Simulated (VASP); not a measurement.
# SiC (Fm-3m) in VASP: settings compared

The runs below take SiC through single point, relaxation of cell and atoms, with PBE, r2SCAN.

All numbers are computed with VASP 6.6.1; they aren't measurements. Logs are shortened: lines on timing, memory, paths and dates and some standing lists are left out, and cuts for length are marked.

### 1 The cell of the first run

It takes space group Fm-3m (No. 225, cubic). Conventional cell: a = 4.058 Å, b = 4.058 Å, c = 4.058 Å, α = 90.00°, β = 90.00°, γ = 90.00°. Si (site symmetry m-3m) has 6 C at 2.03 Å within 2.7 Å. Within 2.7 Å of C (site symmetry m-3m) lie 6 Si at 2.03 Å.

### 2 Single point, PBE

Input file INCAR:

```
ALGO     = Normal         # electronic algorithm
EDIFF    = 1E-7           # SCF threshold, eV
ENCUT    = 520            # plane-wave cutoff, eV
GGA      = PE             # functional
ISIF     = 2              # what is computed and relaxed
ISMEAR   = -1             # smearing method
LASPH    = T              # aspherical terms in the spheres
LCHARG   = F              # write CHGCAR
LREAL    = F              # projectors in reciprocal space
LWAVE    = F              # write WAVECAR
NBANDS   = 11             # bands
NELM     = 100            # most SCF steps
PREC     = Accurate       # precision mode
SIGMA    = 0.02           # smearing width, eV
```

Input file KPOINTS:

```
k-points
0
Gamma
  10 10 10
```

Input file POSCAR:

```
SiC
1.0
    0.0000000000      2.0292109686      2.0292109686
    2.0292109686      0.0000000000      2.0292109686
    2.0292109686      2.0292109686      0.0000000000
Si C
1 1
Direct
    0.0000000000      0.0000000000      0.0000000000
    0.5000000000      0.5000000000      0.5000000000
```

Potentials or basis: VASP PAW PBE potentials, release 64 (Si, C).

Run with:

```sh
$ cat potpaw_PBE.64/Si/POTCAR potpaw_PBE.64/C/POTCAR > POTCAR
$ mpirun -np 1 vasp_std > vasp.out
```

OUTCAR:

```text
EDIFF = 1E-7
   ENCUT = 520
   GGA = PE
   ISIF = 2
   ISMEAR = -1
   LASPH = T
   LREAL = F
   NELM = 100
   PREC = Accurate

 ion  position               nearest neighbor table
   1  0.000  0.000  0.000-   2 2.03   2 2.03   2 2.03   2 2.03   2 2.03   2 2.03
   2  0.500  0.500  0.500-   1 2.03   1 2.03   1 2.03   1 2.03   1 2.03   1 2.03

  LATTYP: Found a face centered cubic cell.
 ALAT       =     4.0584219372

  Lattice vectors:

 A1 = (   0.0000000000,   2.0292109686,   2.0292109686)
 A2 = (   2.0292109686,   0.0000000000,   2.0292109686)
 A3 = (   2.0292109686,   2.0292109686,   0.0000000000)

Analysis of symmetry for initial positions (statically):
=====================================================================
 Subroutine PRICEL returns:
 Original cell was already a primitive cell.

 Routine SETGRP: Setting up the symmetry group for a
 face centered cubic supercell.

 Subroutine GETGRP returns: Found 48 space group operations
 (whereof 48 operations were pure point group operations)
 out of a pool of 48 trial point group operations.

The static configuration has the point symmetry O_h .

Analysis of symmetry for dynamics (positions and initial velocities):
=====================================================================
 Subroutine PRICEL returns:
 Original cell was already a primitive cell.

 Routine SETGRP: Setting up the symmetry group for a
 face centered cubic supercell.

 Subroutine GETGRP returns: Found 48 space group operations
 (whereof 48 operations were pure point group operations)
 out of a pool of 48 trial point group operations.

The dynamic configuration has the point symmetry O_h .

 Subroutine INISYM returns: Found 48 space group operations
 (whereof 48 operations are pure point group operations),
 and found     1 'primitive' translations

----------------------------------------------------------------------------------------

                                     Primitive cell

  volume of cell :      16.7114

  direct lattice vectors                    reciprocal lattice vectors
     0.000000000  2.029210969  2.029210969    -0.246401191  0.246401191  0.246401191
     2.029210969  0.000000000  2.029210969     0.246401191 -0.246401191  0.246401191
     2.029210969  2.029210969  0.000000000     0.246401191  0.246401191 -0.246401191

  length of vectors
     2.869737673  2.869737673  2.869737673     0.426779382  0.426779382  0.426779382

  position of ions in fractional coordinates (direct lattice)
     0.000000000  0.000000000  0.000000000
     0.500000000  0.500000000  0.500000000

  ion indices of the primitive-cell ions
   primitive index   ion index
                 1           1
                 2           2

----------------------------------------------------------------------------------------

 KPOINTS: k-points

Automatic generation of k-mesh.
 Grid dimensions read from file:
 generate k-points for:   10   10   10

 Generating k-lattice:

  Cartesian coordinates                     Fractional coordinates (reciprocal lattice)
    -0.024640119  0.024640119  0.024640119     0.100000000  0.000000000  0.000000000
     0.024640119 -0.024640119  0.024640119     0.000000000  0.100000000  0.000000000
     0.024640119  0.024640119 -0.024640119     0.000000000  0.000000000  0.100000000

  Length of vectors
     0.042677938  0.042677938  0.042677938

  Shift w.r.t. Gamma in fractional coordinates (k-lattice)
     0.000000000  0.000000000  0.000000000

 Subroutine IBZKPT returns following result:
 ===========================================

 Found     47 irreducible k-points:

 Following reciprocal coordinates:
            Coordinates               Weight
  0.000000  0.000000  0.000000      1.000000
  0.100000  0.000000  0.000000      8.000000
  0.200000  0.000000  0.000000      8.000000
  0.300000  0.000000  0.000000      8.000000
  0.400000  0.000000  0.000000      8.000000
  0.500000  0.000000  0.000000      4.000000
[... 16 lines left out ...]
  0.300000  0.300000  0.000000      6.000000
  0.400000  0.300000  0.000000     24.000000
 [... further k-points ...]
   k-points           NKPTS =     47   k-points in BZ     NKDIM =     47   number of bands    NBANDS=     11
   number of dos      NEDOS =    301   number of ions     NIONS =      2
   total plane-waves  NPLWV =  13824
   dimension x,y,z NGX =    24 NGY =   24 NGZ =   24
   dimension x,y,z NGXF=    48 NGYF=   48 NGZF=   48
   ions per type =               1   1
   NGX,Y,Z   is equivalent  to a cutoff of  13.90, 13.90, 13.90 a.u.
   NGXF,Y,Z  is equivalent  to a cutoff of  27.81, 27.81, 27.81 a.u.
 SYSTEM =  unknown system
   PREC   = accura    normal or accurate (medium, high low for compatibility)
   ISTART =      0    job   : 0-new  1-cont  2-samecut
   ICHARG =      2    charge: 1-file 2-atom 10-const
   ISPIN  =      1    spin polarized calculation?
   LNONCOLLINEAR =      F non collinear calculations
   LSORBIT =      F    spin-orbit coupling
   LASPH  =      T    aspherical Exc in radial PAW
   ENCUT  =  520.0 eV  38.22 Ry    6.18 a.u.   5.34  5.34  5.34*2*pi/ulx,y,z
   NELM   =    100;   NELMIN=  2; NELMDL= -5     # of ELM steps
   EDIFF  = 0.1E-06   stopping-criterion for ELM
   LREAL  =      F    real-space projection
   EDIFFG = 0.1E-05   stopping-criterion for IOM
   NSW    =      0    number of steps for IOM
   IBRION =     -1    ionic relax: 0-MD 1-quasi-New 2-CG
   NFREE  =      0    steps in history (QN), initial steepest desc. (CG)
   ISIF   =      2    stress and relaxation
   ISYM   =      2    0-nonsym 1-usesym 2-fastsym
   POTIM  = 0.5000    time-step for ionic-motion
   TEBEG  =    0.0;   TEEND  =   0.0 temperature during run
   PSTRESS=    0.0 pullay stress
   NELECT =       8.0000    total number of electrons
   NUPDOWN=      -1.0000    fix difference up-down
   EMIN   =  10.00;   EMAX   =-10.00  energy-range for DOS
   EFERMI =   0.00;   METHOD = LEGACY
   ISMEAR =    -1;   SIGMA  =   0.02  broadening in eV -4-tet -1-fermi 0-gaus
   EFERMI_NEDOS =   21; number of points for ismear=-14 and -15
   IALGO  =     38    algorithm
   IMIX   =      4    mixing-type and parameters
     AMIX     =   0.40;   BMIX     =  1.00
     AMIX_MAG =   1.60;   BMIX_MAG =  1.00
  volume/ion in A,a.u.               =       8.36        56.39
  Fermi-wavevector in a.u.,A,eV,Ry     =   1.280661  2.420099 22.314826  1.640093
  Thomas-Fermi vector in A             =   2.413076
   LORBIT       =      0    0 simple, 1 ext, 2 COOP (PROOUT), +10 PAW based schemes
   GGA     = PE    functional components
   LHFCALC =     F    Hartree Fock is set to
   AEXX    =    0.0000 exact exchange contribution
   IVDW    =     0    specifies the selected vdW correction
   LEPSILON=     F    determine dielectric tensor
   LRPA    =     F    only Hartree local field effects (RPA)
 non-spin polarized calculation
  energy-cutoff  :      520.00
  volume of cell :       16.71
 maximum number of plane-waves:       464
 NGX is ok and might be reduce to    24
   NGX = 11   NGY = 11   NGZ = 11

 number of electron       8.0000000 magnetization

 Free energy of the ion-electron system (eV)
  ---------------------------------------------------
  ext. energy  EPLUGINS =         0.00000000
  ---------------------------------------------------
  free energy    TOTEN  =       -13.57526671 eV

  energy without entropy =      -13.57393012  energy(sigma->0) =      -13.57459842

 E-fermi :  12.2008     XC(G=0): -12.6653

 val. band max:       12.1984367594   @ k =   0.5000   0.4000   0.0000
 cond. band min:      12.2851772269   @ k =   0.0000   0.0000   0.0000
 fundamental gap:      0.0867404674
 Fermi energy:        12.2008118579

 k-point     1 :       0.0000    0.0000    0.0000
  band No.  band energies     occupation
      1      -6.0964      2.00000
      2      12.2852      0.02902
      3      12.2852      0.02902
      4      12.2852      0.02902
      5      19.6284      0.00000
      6      21.2315      0.00000
      7      21.2315      0.00000
      8      21.2315      0.00000
      9      24.9130      0.00000
     10      24.9130      0.00000
     11      24.9130      0.00000

 k-point     2 :       0.1000    0.0000    0.0000
  band No.  band energies     occupation
      1      -5.8545      2.00000
      2      11.0117      2.00000
      3      12.1412      1.90345
      4      12.1412      1.90345
      5      19.8428      0.00000
      6      21.1600      0.00000
      7      21.5517      0.00000
      8      21.5517      0.00000
      9      23.1055      0.00000
     10      23.1055      0.00000
     11      24.7099      0.00000

 k-point     3 :       0.2000    0.0000    0.0000
  band No.  band energies     occupation
      1      -5.1329      2.00000
      2       8.3171      2.00000
      3      11.8220      2.00000
      4      11.8220      2.00000
      5      19.1739      0.00000
      6      20.3998      0.00000
      7      20.3998      0.00000
      8      22.3305      0.00000
      9      23.6861      0.00000
     10      23.6861      0.00000
     11      24.2142      0.00000

 k-point     4 :       0.3000    0.0000    0.0000
  band No.  band energies     occupation
      1      -3.9470      2.00000
      2       5.3556      2.00000
      3      11.5137      2.00000
      4      11.5137      2.00000
      5      18.5661      0.00000
      6      18.8560      0.00000
      7      18.8560      0.00000
      8      22.5582      0.00000
      9      24.9311      0.00000
     10      25.9054      0.00000
     11      25.9054      0.00000
[... 239 lines left out ...]
 k-point    22 :      -0.2000    0.2000    0.0000
  band No.  band energies     occupation
      1      -3.5558      2.00000
      2       6.4792      2.00000
      3       7.7617      2.00000
      4      11.7938      2.00000
      5      17.8690      0.00000
      6      18.7950      0.00000
      7      21.3418      0.00000
      8      21.7234      0.00000
      9      24.0262      0.00000
     10      27.0934      0.00000
     11      29.0233      0.00000

 k-point    23 :       0.3000    0.3000    0.0000
  band No.  band energies     occupation
      1      -3.2429      2.00000
      2       7.6215      2.00000
      3       9.0646      2.00000
      4       9.0646      2.00000
      5      13.4818      0.00000
      6      16.2134      0.00000
      7      24.5977      0.00000
      8      25.3114      0.00000
      9      25.3114      0.00000
     10      28.8146      0.00000
     11      31.1805      0.00000

 k-point    24 :       0.4000    0.3000    0.0000
  band No.  band energies     occupation
      1      -2.0969      2.00000
      2       5.9660      2.00000
      3       7.8409      2.00000
      4       8.7392      2.00000
      5      13.1069      0.00000
      6      16.5487      0.00000
      7      24.5991      0.00000
      8      24.7504      0.00000
      9      26.3630      0.00000
     10      30.8708      0.00000
     11      32.2449      0.00000

 [... further k-points ...]
[... 5 lines left out ...]
  --------------------------------------------------------------------------------------
  -------------------------------------------------------------------------------------
  Total        0.0386296      0.0386296      0.0386296      0.0000000      0.0000000      0.0000000
  in kB        3.7035590      3.7035590      3.7035590      0.0000000      0.0000000      0.0000000
  external PRESSURE =       3.7035590 kB  Pullay stress =       0.0000000 kB

 VOLUME and BASIS-vectors are now :
 -----------------------------------------------------------------------------
  energy-cutoff  :      520.00
  volume of cell :       16.71
      direct lattice vectors                 reciprocal lattice vectors
     0.000000000  2.029210969  2.029210969    -0.246401191  0.246401191  0.246401191
     2.029210969  0.000000000  2.029210969     0.246401191 -0.246401191  0.246401191
     2.029210969  2.029210969  0.000000000     0.246401191  0.246401191 -0.246401191

 POSITION                                       TOTAL-FORCE (eV/Angst)
 -----------------------------------------------------------------------------------
      0.00000      0.00000      0.00000         0.000000     -0.000000      0.000000
      2.02921      2.02921      2.02921        -0.000000      0.000000     -0.000000
 -----------------------------------------------------------------------------------
    total drift:                               -0.000000     -0.000000      0.000000

  FREE ENERGIE OF THE ION-ELECTRON SYSTEM (eV)
  ---------------------------------------------------
  free  energy   TOTEN  =       -13.5752667136 eV

  energy  without entropy=      -13.5739301196  energy(sigma->0) =      -13.57459842
```

Wall time 4.7 s (1 thread of Intel Xeon 6975P-C (Granite Rapids), shared host); peak memory 0.13 GiB.

Results:

| Property | Result |
| --- | --- |
| Free energy | -13.5753 eV |
| Pressure | 0.4 GPa |
| Band gap on the k mesh | zero (band 4 reaches 12.37 eV, above the bottom of band 5 at 11.31 eV) |

### 3 Single point, PBE

This run uses another cell than the first one, of 8.17 Å³/atom, 0.977 times its volume.

Input file INCAR:

```
SYSTEM = SiC
PREC     = Accurate       ! precision mode
ENCUT    = 520            ! plane-wave cutoff, eV
EDIFF    = 1E-6           ! SCF threshold, eV
ISMEAR   = -1             ! smearing method
SIGMA    = 0.02           ! smearing width, eV
LREAL    = .FALSE.        ! projectors in reciprocal space
LASPH    = .TRUE.         ! aspherical terms in the spheres
NELM     = 60             ! most SCF steps
ALGO     = Normal         ! electronic algorithm
ISIF     = 2              ! what is computed and relaxed
LWAVE    = .FALSE.        ! write WAVECAR
LCHARG   = .TRUE.         ! write CHGCAR
GGA      = PE             ! functional
LELF     = .TRUE.         ! ELF
LVHAR    = .TRUE.       
NBANDS   = 11             ! bands
```

Input file KPOINTS:

```
regular mesh
0
G
  10 10 10
  0 0 0
```

Input file POSCAR:

```
SiC
1.0
    0.0000000000      2.0138691060      2.0138691060
    2.0138691060      0.0000000000      2.0138691060
    2.0138691060      2.0138691060      0.0000000000
Si C
1 1
Direct
    0.0000000000      0.0000000000      0.0000000000
    0.5000000000      0.5000000000      0.5000000000
```

Potentials or basis: VASP PAW PBE potentials, release 64 (Si, C).

Run with:

```sh
$ cat potpaw_PBE.64/Si/POTCAR potpaw_PBE.64/C/POTCAR > POTCAR
$ mpirun -np 1 vasp_std > vasp.out
```

Run time: 4.8 s. Hardware: 1 thread of Intel Xeon 6975P-C (Granite Rapids), shared host; peak memory 0.12 GiB.

Results (log left out):

- Free energy: -13.5686 eV
- Pressure: 5.6 GPa
- Band gap on the k mesh: zero (band 4 reaches 12.73 eV, above the bottom of band 5 at 11.81 eV)

Levels at points of the mesh, in eV from the Fermi level:
| k point | band 2 | band 3 | band 4 | band 5 | band 6 | band 7 |
| --- | --- | --- | --- | --- | --- | --- |
| (0.00, 0.00, 0.00) | 0.00 | 0.00 | 0.00 | 7.75 | 8.95 | 8.95 |
| (0.50, 0.00, 0.00) | -11.67 | -1.09 | -1.09 | 5.33 | 5.33 | 6.01 |
| (0.50, 0.50, 0.00) | -9.95 | -4.37 | -4.37 | -0.84 | 2.46 | 15.06 |

### 4 Single point, r2SCAN

This run uses another cell than the first one, of 8.17 Å³/atom, 0.977 times its volume.

POSCAR is that of step 3.

Input file INCAR.step1:

```
ALGO = Normal ; EDIFF = 1E-4
ENCUT = 520 ; GGA = PE
ISMEAR = -1 ; LASPH = T
LCHARG = F ; LREAL = F
LWAVE = T ; NBANDS = 11
NELM = 80 ; PREC = Accurate
SIGMA = 0.02
```

Input file INCAR.step2:

```
ALGO = Normal ; EDIFF = 1E-6
ENCUT = 520 ; ISIF = 2
ISMEAR = -1 ; ISTART = 1
LASPH = T ; LCHARG = F
LMIXTAU = T ; LREAL = F
LWAVE = F ; METAGGA = R2SCAN
NBANDS = 11 ; NELM = 80
PREC = Accurate ; SIGMA = 0.02
```

Input file KPOINTS:

```
k-points
0
Gamma
  10 10 10
```

Run with:

```sh
$ cat potpaw_PBE.64/Si/POTCAR potpaw_PBE.64/C/POTCAR > POTCAR
$ cp INCAR.step1 INCAR
$ mpirun -np 1 vasp_std > vasp.out
$ cp INCAR.step2 INCAR
$ mpirun -np 1 vasp_std > vasp.out
```

Wall time 20 s (1 thread of Intel Xeon 6975P-C (Granite Rapids), shared host); peak memory 0.13 GiB.

Results (log left out):

```
Free energy            : -17.6588 eV
Pressure               : 0.3 GPa
Band gap on the k mesh : zero (band 4 reaches 12.72 eV, above the bottom of band 5 at 12.04 eV)
```

Levels at points of the mesh, in eV from the Fermi level:
```
           k point  band 2  band 3  band 4  band 5  band 6  band 7
(0.00, 0.00, 0.00)   -0.05   -0.05   -0.05    8.37    9.36    9.36
(0.50, 0.00, 0.00)  -12.18   -1.24   -1.24    5.68    5.68    6.50
(0.50, 0.50, 0.00)  -10.43   -4.67   -4.67   -0.67    2.85   16.17
```

Caveat: the PAW data sets were made with another functional, which shifts forces and pressure a little.

### 5 Relaxation of cell and atoms, r2SCAN

Input file POSCAR:

```
SiC
1.0
    0.0000000000      2.0292109686      2.0292109686
    2.0292109686      0.0000000000      2.0292109686
    2.0292109686      2.0292109686      0.0000000000
Si C
1 1
Direct
    0.0000000000      0.0000000000      0.0000000000
    0.5000000000      0.5000000000      0.5000000000
```

Input file INCAR.step1:

```
SYSTEM = SiC
PREC = Accurate ; ENCUT = 600
ISMEAR = -1 ; SIGMA = 0.02
LREAL = .FALSE. ; LASPH = .TRUE.
NELM = 100 ; GGA = PE
ALGO = Normal ; EDIFF = 1E-4
LWAVE = .TRUE. ; LCHARG = .FALSE.
```

Input file INCAR.step2:

```
SYSTEM = SiC
PREC = Accurate ; ENCUT = 600
EDIFF = 1E-6 ; ISMEAR = -1
SIGMA = 0.02 ; LREAL = .FALSE.
LASPH = .TRUE. ; NELM = 100
ALGO = Normal ; ISIF = 3
LWAVE = .FALSE. ; LCHARG = .FALSE.
METAGGA = R2SCAN ; LMIXTAU = .TRUE.
IBRION = 2 ; NSW = 80
EDIFFG = -0.005 ; ISTART = 1
```

Input file KPOINTS:

```
regular mesh
0
G
  10 10 10
  0 0 0
```

Run with:

```sh
$ cat potpaw_PBE.64/Si/POTCAR potpaw_PBE.64/C/POTCAR > POTCAR
$ cp INCAR.step1 INCAR
$ mpirun -np 1 vasp_std > vasp.out
$ cp INCAR.step2 INCAR
$ mpirun -np 1 vasp_std > vasp.out
```

Wall time 42 s (1 thread of Intel Xeon 6975P-C (Granite Rapids), shared host); peak memory 0.14 GiB.

Results (log left out):

```
Free energy                            : -17.6614 eV
Relaxed volume                         : 8.17 Å³/atom
Relaxed cell                           : a = 2.848 Å, b = 2.848 Å, c = 2.848 Å, α = 60.00°, β = 60.00°, γ = 60.00°
Space group after relaxing (to 0.05 Å) : Fm-3m (No. 225)
Energy gained by relaxing              : 3.6 meV/atom
Ionic steps                            : 3
Pressure after relaxing                : -0.1 GPa
Band gap on the k mesh                 : zero (band 4 reaches 12.72 eV, above the bottom of band 5 at 12.03 eV)
```

The path:
| step | energy change (eV) | largest force (eV/Å) | pressure (GPa) | volume (Å³) |
| --- | --- | --- | --- | --- |
| 1 | 0.0000 | 0.0000 | -6.05 | 16.71 |
| 2 | 0.0004 | 0.0000 | 6.29 | 15.96 |
| 3 | -0.0073 | 0.0000 | -0.05 | 16.34 |

Final structure:
```yaml
crystal:
  lattice:
    - [0.00000, 2.01410, 2.01410]
    - [2.01410, 0.00000, 2.01410]
    - [2.01410, 2.01410, 0.00000]
  atoms:
    - { symbol: Si, position: [0.00000, 0.00000, 0.00000] }
    - { symbol: C, position: [0.50000, 0.50000, 0.50000] }
```

Levels at points of the mesh, in eV from the Fermi level:
```csv
k point,band 1,band 2,band 3,band 4,band 5,band 6,band 7,band 8
"(0.00, 0.00, 0.00)",-19.67,-0.05,-0.05,-0.05,8.37,9.36,9.36,9.36
"(0.50, 0.00, 0.00)",-14.31,-12.18,-1.24,-1.24,5.67,5.67,6.50,10.72
"(0.50, 0.50, 0.00)",-12.44,-10.43,-4.67,-4.67,-0.67,2.85,16.16,16.16
```

Caveat: the PAW data sets were made with another functional, which shifts forces and pressure a little.

### 6 Summary

| task | level | cell | cutoff (eV) | gap on the mesh (eV) | pressure (GPa) |
| --- | --- | --- | --- | --- | --- |
| single point | PBE | a = 2.870 Å, angles 60.0°, 2 atoms | 520 | none | 0.4 |
| single point | PBE | a = 2.848 Å, angles 60.0°, 2 atoms | 520 | none | 5.6 |
| single point | r2SCAN | a = 2.848 Å, angles 60.0°, 2 atoms | 520 | none | 0.3 |
| relaxation of cell and atoms | r2SCAN | relaxed from a = 2.870 Å, angles 60.0°, 2 atoms | 600 | none | -0.1 |

Alike in all rows: potentials or basis VASP PAW PBE potentials, release 64 (Si, C); no spin polarisation; k mesh 10 × 10 × 10; smearing fermi-dirac 0.02 eV.

Caveats: the PAW data sets were made with another functional, which shifts forces and pressure a little (some runs).

Total energies depend on the potentials used, so only differences within one code and one set of settings carry meaning.
